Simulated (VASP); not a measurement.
# W (Im-3m) in VASP: further runs

The runs below take W through single point, relaxation of cell and atoms, with LDA.

Everything below comes from runs of VASP 6.6.1. Logs are shortened: lines on timing, memory, paths and dates and some standing lists are left out, and cuts for length are marked.

## Step 1: The cell of the first run

It takes space group Im-3m (No. 229, cubic). The conventional cell has a = 3.129 Å, b = 3.129 Å, c = 3.129 Å, α = 90.00°, β = 90.00°, γ = 90.00°. Within 3.6 Å of W (site symmetry m-3m) lie 14 W at 2.71 to 3.13 Å.

## Step 2: Single point, LDA

INCAR

```
SYSTEM = W
PREC = Accurate ; ENCUT = 500
EDIFF = 1E-6 ; ISMEAR = -1
SIGMA = 0.08 ; LREAL = .FALSE.
LASPH = .TRUE. ; NELM = 120
ALGO = Normal ; ISIF = 2
LWAVE = .FALSE. ; LCHARG = .FALSE.
GGA = CA ; NBANDS = 13
GGA_COMPAT = .FALSE.
```

KPOINTS

```
Automatic mesh
0
G
  22 22 22
  0 0 0
```

POSCAR

```
W
1.0
   -1.5646623076      1.5646623076      1.5646623076
    1.5646623076     -1.5646623076      1.5646623076
    1.5646623076      1.5646623076     -1.5646623076
W
1
Direct
    0.0000000000      0.0000000000      0.0000000000
```

Potentials or basis: VASP PAW LDA potentials, release 64 (W_sv).

Started as:

```bash
$ cat potpaw_LDA.64/W_sv/POTCAR > POTCAR
$ mpirun -np 1 vasp_std > vasp.out
```

OUTCAR:

```text
SYSTEM = W
   PREC = Accurate
   ENCUT = 500
   EDIFF = 1E-6
   ISMEAR = -1
   LREAL = .FALSE.
   LASPH = .TRUE.
   NELM = 120
   ISIF = 2
   GGA = CA

 ion  position               nearest neighbor table
   1  0.000  0.000  0.000-

  LATTYP: Found a body centered cubic cell.
 ALAT       =     3.1293246152

  Lattice vectors:

 A1 = (  -1.5646623076,   1.5646623076,   1.5646623076)
 A2 = (   1.5646623076,  -1.5646623076,   1.5646623076)
 A3 = (   1.5646623076,   1.5646623076,  -1.5646623076)

Analysis of symmetry for initial positions (statically):
=====================================================================
 Subroutine PRICEL returns:
 Original cell was already a primitive cell.

 Routine SETGRP: Setting up the symmetry group for a
 body centered cubic supercell.

 Subroutine GETGRP returns: Found 48 space group operations
 (whereof 48 operations were pure point group operations)
 out of a pool of 48 trial point group operations.

The static configuration has the point symmetry O_h .

Analysis of symmetry for dynamics (positions and initial velocities):
=====================================================================
 Subroutine PRICEL returns:
 Original cell was already a primitive cell.

 Routine SETGRP: Setting up the symmetry group for a
 body centered cubic supercell.

 Subroutine GETGRP returns: Found 48 space group operations
 (whereof 48 operations were pure point group operations)
 out of a pool of 48 trial point group operations.

The dynamic configuration has the point symmetry O_h .

 Subroutine INISYM returns: Found 48 space group operations
 (whereof 48 operations are pure point group operations),
 and found     1 'primitive' translations

----------------------------------------------------------------------------------------

                                     Primitive cell

  volume of cell :      15.3222

  direct lattice vectors                    reciprocal lattice vectors
    -1.564662308  1.564662308  1.564662308     0.000000000  0.319557771  0.319557771
     1.564662308 -1.564662308  1.564662308     0.319557771  0.000000000  0.319557771
     1.564662308  1.564662308 -1.564662308     0.319557771  0.319557771  0.000000000

  length of vectors
     2.710074613  2.710074613  2.710074613     0.451922934  0.451922934  0.451922934

  position of ions in fractional coordinates (direct lattice)
     0.000000000  0.000000000  0.000000000

  ion indices of the primitive-cell ions
   primitive index   ion index
                 1           1

----------------------------------------------------------------------------------------

 KPOINTS: Automatic mesh

Automatic generation of k-mesh.
 Grid dimensions read from file:
 generate k-points for:   22   22   22

 Generating k-lattice:

  Cartesian coordinates                     Fractional coordinates (reciprocal lattice)
     0.000000000  0.014525353  0.014525353     0.045454545  0.000000000  0.000000000
     0.014525353  0.000000000  0.014525353     0.000000000  0.045454545  0.000000000
     0.014525353  0.014525353  0.000000000     0.000000000  0.000000000  0.045454545

  Length of vectors
     0.020541952  0.020541952  0.020541952

  Shift w.r.t. Gamma in fractional coordinates (k-lattice)
     0.000000000  0.000000000  0.000000000

 Subroutine IBZKPT returns following result:
 ===========================================

 Found    328 irreducible k-points:

 Following reciprocal coordinates:
            Coordinates               Weight
  0.000000  0.000000  0.000000      1.000000
  0.045455  0.000000  0.000000     12.000000
  0.090909  0.000000  0.000000     12.000000
  0.136364  0.000000  0.000000     12.000000
  0.181818  0.000000  0.000000     12.000000
  0.227273  0.000000  0.000000     12.000000
[... 16 lines left out ...]
  0.090909  0.090909  0.000000     24.000000
  0.136364  0.090909  0.000000     48.000000
 [... further k-points ...]
   k-points           NKPTS =    328   k-points in BZ     NKDIM =    328   number of bands    NBANDS=     13
   number of dos      NEDOS =    301   number of ions     NIONS =      1
   total plane-waves  NPLWV =   8000
   dimension x,y,z NGX =    20 NGY =   20 NGZ =   20
   dimension x,y,z NGXF=    40 NGYF=   40 NGZF=   40
   ions per type =               1
   NGX,Y,Z   is equivalent  to a cutoff of  12.27, 12.27, 12.27 a.u.
   NGXF,Y,Z  is equivalent  to a cutoff of  24.54, 24.54, 24.54 a.u.
 SYSTEM =  W
   PREC   = accura    normal or accurate (medium, high low for compatibility)
   ISTART =      0    job   : 0-new  1-cont  2-samecut
   ICHARG =      2    charge: 1-file 2-atom 10-const
   ISPIN  =      1    spin polarized calculation?
   LNONCOLLINEAR =      F non collinear calculations
   LSORBIT =      F    spin-orbit coupling
   LASPH  =      T    aspherical Exc in radial PAW
   ENCUT  =  500.0 eV  36.75 Ry    6.06 a.u.   4.94  4.94  4.94*2*pi/ulx,y,z
   NELM   =    120;   NELMIN=  2; NELMDL= -5     # of ELM steps
   EDIFF  = 0.1E-05   stopping-criterion for ELM
   LREAL  =      F    real-space projection
   EDIFFG = 0.1E-04   stopping-criterion for IOM
   NSW    =      0    number of steps for IOM
   IBRION =     -1    ionic relax: 0-MD 1-quasi-New 2-CG
   NFREE  =      0    steps in history (QN), initial steepest desc. (CG)
   ISIF   =      2    stress and relaxation
   ISYM   =      2    0-nonsym 1-usesym 2-fastsym
   POTIM  = 0.5000    time-step for ionic-motion
   TEBEG  =    0.0;   TEEND  =   0.0 temperature during run
   PSTRESS=    0.0 pullay stress
   NELECT =      14.0000    total number of electrons
   NUPDOWN=      -1.0000    fix difference up-down
   EMIN   =  10.00;   EMAX   =-10.00  energy-range for DOS
   EFERMI =   0.00;   METHOD = LEGACY
   ISMEAR =    -1;   SIGMA  =   0.08  broadening in eV -4-tet -1-fermi 0-gaus
   EFERMI_NEDOS =   21; number of points for ismear=-14 and -15
   IALGO  =     38    algorithm
   IMIX   =      4    mixing-type and parameters
     AMIX     =   0.40;   BMIX     =  1.00
     AMIX_MAG =   1.60;   BMIX_MAG =  1.00
  volume/ion in A,a.u.               =      15.32       103.40
  Fermi-wavevector in a.u.,A,eV,Ry     =   1.588584  3.001989 34.335657  2.523600
  Thomas-Fermi vector in A             =   2.687565
   LORBIT       =      0    0 simple, 1 ext, 2 COOP (PROOUT), +10 PAW based schemes
   GGA     = CA    functional components
   LHFCALC =     F    Hartree Fock is set to
   AEXX    =    0.0000 exact exchange contribution
   IVDW    =     0    specifies the selected vdW correction
   LEPSILON=     F    determine dielectric tensor
   LRPA    =     F    only Hartree local field effects (RPA)
 non-spin polarized calculation
  energy-cutoff  :      500.00
  volume of cell :       15.32
 maximum number of plane-waves:       402
   NGX =  9   NGY =  9   NGZ =  9

 number of electron      14.0000004 magnetization

 Free energy of the ion-electron system (eV)
  ---------------------------------------------------
  ext. energy  EPLUGINS =         0.00000000
  ---------------------------------------------------
  free energy    TOTEN  =       -14.10570258 eV

  energy without entropy =      -14.09384351  energy(sigma->0) =      -14.09977304

 E-fermi :  11.8359     XC(G=0): -14.0209

 val. band max:       11.8296048220   @ k =   0.1364   0.0455   0.0000
 cond. band min:      11.8470329505   @ k =  -0.1818   0.1818   0.1364
 fundamental gap:      0.0174281285
 Fermi energy:        11.8359384520

 k-point     1 :       0.0000    0.0000    0.0000
  band No.  band energies     occupation
      1     -61.8837      2.00000
      2     -25.6368      2.00000
      3     -25.6368      2.00000
      4     -25.6368      2.00000
      5       2.0922      2.00000
      6      10.5025      2.00000
      7      10.5025      2.00000
      8      10.5025      2.00000
      9      14.0901      0.00000
     10      14.0901      0.00000
     11      26.4703      0.00000
     12      26.4703      0.00000
     13      26.4703      0.00000

 k-point     2 :       0.0455    0.0000    0.0000
  band No.  band energies     occupation
      1     -61.8805      2.00000
      2     -25.6692      2.00000
      3     -25.6467      2.00000
      4     -25.6369      2.00000
      5       2.1977      2.00000
      6      10.4378      2.00000
      7      10.4895      2.00000
      8      10.6041      2.00000
      9      13.9823      0.00000
     10      14.0903      0.00000
     11      26.5627      0.00000
     12      26.6479      0.00000
     13      26.7390      0.00000

 k-point     3 :       0.0909    0.0000    0.0000
  band No.  band energies     occupation
      1     -61.8710      2.00000
      2     -25.7631      2.00000
      3     -25.6758      2.00000
      4     -25.6375      2.00000
      5       2.5061      2.00000
      6      10.2544      2.00000
      7      10.4370      2.00000
      8      10.9065      1.99998
      9      13.7248      0.00000
     10      14.0946      0.00000
     11      26.8132      0.00000
     12      27.1696      0.00000
     13      27.4673      0.00000
[... 305 lines left out ...]
 k-point    23 :       0.0909    0.0909    0.0000
  band No.  band energies     occupation
      1     -61.8477      2.00000
      2     -25.9897      2.00000
      3     -25.7192      2.00000
      4     -25.6678      2.00000
      5       3.2715      2.00000
      6       9.9405      2.00000
      7      10.0725      2.00000
      8      11.7696      1.39246
      9      13.2493      0.00000
     10      14.2391      0.00000
     11      27.3885      0.00000
     12      28.3737      0.00000
     13      28.8161      0.00000

 k-point    24 :       0.1364    0.0909    0.0000
  band No.  band energies     occupation
      1     -61.8293      2.00000
      2     -26.1572      2.00000
      3     -25.7737      2.00000
      4     -25.6775      2.00000
      5       3.8703      2.00000
      6       9.6485      2.00000
      7       9.8426      2.00000
      8      12.4850      0.00060
      9      13.0909      0.00000
     10      14.3656      0.00000
     11      27.7408      0.00000
     12      28.7938      0.00000
     13      29.6005      0.00000

 [... further k-points ...]

------------------------ aborting loop because EDIFF is reached ----------------------------------------

  FORCE on cell =-STRESS in cart. coord.  units (eV):
  Direction    XX          YY          ZZ          XY          YZ          ZX
  --------------------------------------------------------------------------------------
  -------------------------------------------------------------------------------------
  Total        0.3770965      0.3770965      0.3770965      0.0000000      0.0000000     -0.0000000
  in kB       39.4313086     39.4313086     39.4313086      0.0000000      0.0000000     -0.0000000
  external PRESSURE =      39.4313086 kB  Pullay stress =       0.0000000 kB

 VOLUME and BASIS-vectors are now :
 -----------------------------------------------------------------------------
  energy-cutoff  :      500.00
  volume of cell :       15.32
      direct lattice vectors                 reciprocal lattice vectors
    -1.564662308  1.564662308  1.564662308     0.000000000  0.319557771  0.319557771
     1.564662308 -1.564662308  1.564662308     0.319557771  0.000000000  0.319557771
     1.564662308  1.564662308 -1.564662308     0.319557771  0.319557771  0.000000000

 POSITION                                       TOTAL-FORCE (eV/Angst)
 -----------------------------------------------------------------------------------
      0.00000      0.00000      0.00000         0.000000      0.000000      0.000000
 -----------------------------------------------------------------------------------
    total drift:                                0.000000     -0.000000      0.000000

  FREE ENERGIE OF THE ION-ELECTRON SYSTEM (eV)
  ---------------------------------------------------
  free  energy   TOTEN  =       -14.1057025750 eV

  energy  without entropy=      -14.0938435065  energy(sigma->0) =      -14.09977304
```

It took 63 s on 1 thread of Intel Xeon 8259CL, shared host; peak memory 0.17 GiB.

What came out:

```yaml
Free_energy: -14.1057 eV
Pressure: 3.9 GPa
Band_gap_on_the_k_mesh: zero (bands 7 and 8 overlap by 6.72 eV)
```

Caveat: the cell stands under pressure; spin-orbit coupling is left out, which moves the levels of the heavy elements.

## Step 3: Relaxation of cell and atoms, LDA, target pressure 2 GPa, at which the enthalpy is minimised

This run uses another cell than the first one, of 15.41 Å³/atom.

INCAR

```
  PREC = Accurate
  ENCUT = 500
  EDIFF = 1E-7
  ISMEAR = -1
  SIGMA = 0.08
  LREAL = False
  LASPH = True
  NELM = 120
  ALGO = Normal
  ISIF = 3
  LWAVE = False
  LCHARG = False
  IBRION = 2
  NSW = 100
  EDIFFG = -0.002
  PSTRESS = 20.0
  GGA_COMPAT = False
  NELMIN = 4
```

KPOINTS

```
Automatic mesh
0
Gamma
  22 22 22
```

POSCAR

```
W
1.0
   -1.5676651208      1.5676651208      1.5676651208
    1.5676651208     -1.5676651208      1.5676651208
    1.5676651208      1.5676651208     -1.5676651208
W
1
Direct
    0.0000000000      0.0000000000      0.0000000000
```

Potentials or basis: VASP PAW LDA potentials, release 64 (W_sv).

Started as:

```bash
$ cat potpaw_LDA.64/W_sv/POTCAR > POTCAR
$ mpirun -np 1 vasp_std > vasp.out
```

Wall time 1.9 min (1 thread of Intel Xeon 8259CL, shared host); peak memory 0.17 GiB.

Results (log left out):

| Item | Value |
| --- | --- |
| Free energy | -14.1074 eV |
| Energy change on relaxing (the run minimises the enthalpy) | +0.0 meV/atom |
| Ionic steps | 4 |
| Pressure after relaxing | 2.0 GPa |
| Band gap on the k mesh | zero (bands 7 and 8 overlap by 6.66 eV) |

Final structure:
```xyz
1
Lattice="-1.5676 1.5676 1.5676 1.5676 -1.5676 1.5676 1.5676 1.5676 -1.5676" Properties=species:S:1:pos:R:3 pbc="T T T"
W     0.0000    0.0000    0.0000
```

Levels at points of the mesh, in eV from the Fermi level:
| k point | band 4 | band 5 | band 6 | band 7 | band 8 | band 9 | band 10 | band 11 |
| --- | --- | --- | --- | --- | --- | --- | --- | --- |
| (0.00, 0.00, 0.00) | -37.49 | -9.71 | -1.32 | -1.32 | -1.32 | 2.24 | 2.24 | 14.62 |
| (0.50, 0.00, 0.00) | -37.50 | -6.46 | -3.74 | 0.93 | 2.16 | 3.16 | 6.38 | 11.54 |
| (0.50, 0.50, 0.50) | -38.49 | -6.09 | -6.09 | 5.34 | 5.34 | 5.34 | 8.57 | 8.57 |

Caveat: the cell is relaxed towards a set pressure, so the run minimises the enthalpy, not the energy; spin-orbit coupling is left out, which moves the levels of the heavy elements.
